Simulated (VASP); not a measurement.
Runs of VASP 6.6.1 on N. The structure is that of space group P6_3/mmc (No. 194), or close to it. The cells are those of the table. 

| cell | gap on the mesh (eV) | pressure (GPa) | largest force (eV/Å) |
| --- | --- | --- | --- |
| a = 4.236, b = 4.236, c = 7.121 Å, angles 90.0, 90.0, 120.0°, 4 atoms | 6.90 | -2.0 | 1.81 |
| a = 4.097, b = 4.097, c = 6.887 Å, angles 90.0, 90.0, 120.0°, 4 atoms | (c) | 4.8 | 4.10 |
| a = 4.023, b = 4.023, c = 6.764 Å, angles 90.0, 90.0, 120.0°, 4 atoms | 7.22 | 9.6 | (b) |
| a = 4.060, b = 4.060, c = 6.826 Å, angles 90.0, 90.0, 120.0°, 4 atoms | 7.17 | 7.1 | (a) |
| a = 4.132, b = 4.132, c = 6.947 Å, angles 90.0, 90.0, 120.0°, 4 atoms | 7.06 | 2.8 | 2.43 |

Alike in all rows: task single point; level PBEsol; potentials or basis VASP PAW PBE potentials, release 64 (N); no spin polarisation; k mesh 5 × 5 × 3; cutoff (eV) 520; smearing gaussian 0.01 eV.

Question: Fill in the values left out.

Answer: (a) 5.93; (b) 7.93; (c) 7.12.

Caveats: the standard files for N, O and F lose accuracy on very short bonds; the PAW data sets were made with another functional, which shifts forces and pressure a little.

A k mesh can miss the band edges.
